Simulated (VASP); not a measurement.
A run of VASP 6.6.1 is set up as follows.

INCAR

```
SYSTEM = Li
ALGO     = Normal         ! electronic algorithm
EDIFF    = 1E-6           ! SCF threshold, eV
ENCUT    = 520            ! plane-wave cutoff, eV
GGA      = PE             ! functional
ISIF     = 2              ! what is computed and relaxed
ISMEAR   = -1             ! smearing method
LASPH    = .True.         ! aspherical terms in the spheres
LCHARG   = .False.        ! write CHGCAR
LREAL    = Auto         
LWAVE    = .False.        ! write WAVECAR
NBANDS   = 38             ! bands
NELM     = 60             ! most SCF steps
PREC     = Accurate       ! precision mode
SIGMA    = 0.16           ! smearing width, eV
```

The input KPOINTS:

```
k-points
0
Gamma
  2 2 2
  0 0 0
```

The input POSCAR:

```
Li
1.0
    7.0944470000      0.0000000000      0.0000000000
    0.0000000000      7.0944470000      0.0000000000
    0.0000000000      0.0000000000      7.0944470000
Li
16
Direct
   -0.0199310813      0.0608926954      0.0620908155
    0.4645887128      0.0342098546      0.1266906356
   -0.0109381323      0.4775425061      0.0409052319
   -0.0736914378     -0.0342098546      0.6590929497
    0.2513656103      0.3214626876      0.3406326103
    0.5189551772      0.5086231527      0.0607940267
    0.4273342235      0.0287125973      0.5396615127
    0.6863678029      0.2442755581      0.4249097921
    0.0173797901      0.5164320771      0.6054453575
    0.1757148936      0.8260122318      0.3962112903
    0.2823757793      0.2510132220      0.7618211821
    0.5270037256      0.5739559405      0.5403803848
    0.7886731693      0.7204648932      0.3258323024
    0.6791649864      0.2929333322      0.7985118502
    0.3096647279      0.7856990122      0.7838947842
    0.6519606109      0.8164272705      0.9003520641
```

Potentials or basis: VASP PAW PBE potentials, release 64 (Li_sv).

The run is started by

```sh
$ cat potpaw_PBE.64/Li_sv/POTCAR > POTCAR
$ mpirun -np 1 vasp_std > vasp.out
```

(1) Predict the band gap on the k mesh.

(2) Predict the largest force.

Results:

(1) zero (bands 24 and 25 overlap by 0.69 eV).

(2) 0.839 eV/Å.

Caveat: the k points lie up to 0.44 Å⁻¹ apart, too coarse for converged energies and pressures of a metal.
